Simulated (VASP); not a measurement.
Input of a VASP 6.6.1 run:

File POSCAR:

```
Rh
1.0
    0.0000000000      1.8466334337      1.8466334337
    1.8466334337      0.0000000000      1.8466334337
    1.8466334337      1.8466334337      0.0000000000
Rh
1
Direct
    0.0000000000      0.0000000000      0.0000000000
```

File INCAR.step1:

```
SYSTEM = Rh
PREC = Accurate
ENCUT = 520
ISMEAR = 0
SIGMA = 0.1
LREAL = .False.
LASPH = .True.
NELM = 80
NBANDS = 14
GGA = PE
ALGO = Normal
EDIFF = 1E-4
LWAVE = .True.
LCHARG = .False.
```

File INCAR.step2:

```
SYSTEM = Rh
PREC = Accurate
ENCUT = 520
EDIFF = 1E-7
ISMEAR = 0
SIGMA = 0.1
LREAL = .False.
LASPH = .True.
NELM = 80
ALGO = Normal
ISIF = 2
LWAVE = .False.
LCHARG = .False.
METAGGA = R2SCAN
LMIXTAU = .True.
NBANDS = 14
ISTART = 1
```

The input KPOINTS:

```
regular mesh
0
Gamma
  18 18 18
  0 0 0
```

Potentials or basis: VASP PAW PBE potentials, release 64 (Rh_pv).

The run is started by

```sh
$ cat potpaw_PBE.64/Rh_pv/POTCAR > POTCAR
$ cp INCAR.step1 INCAR
$ mpirun -np 1 vasp_std > vasp.out
$ cp INCAR.step2 INCAR
$ mpirun -np 1 vasp_std > vasp.out
```

(1) Predict the band gap on the k mesh.

(2) What does it give for the pressure?

Results:

(1) zero (an odd number of electrons rules out a gap without spin polarisation).

(2) 31.8 GPa.

Caveat: the cell stands under pressure; the PAW data sets were made with another functional, which shifts forces and pressure a little.
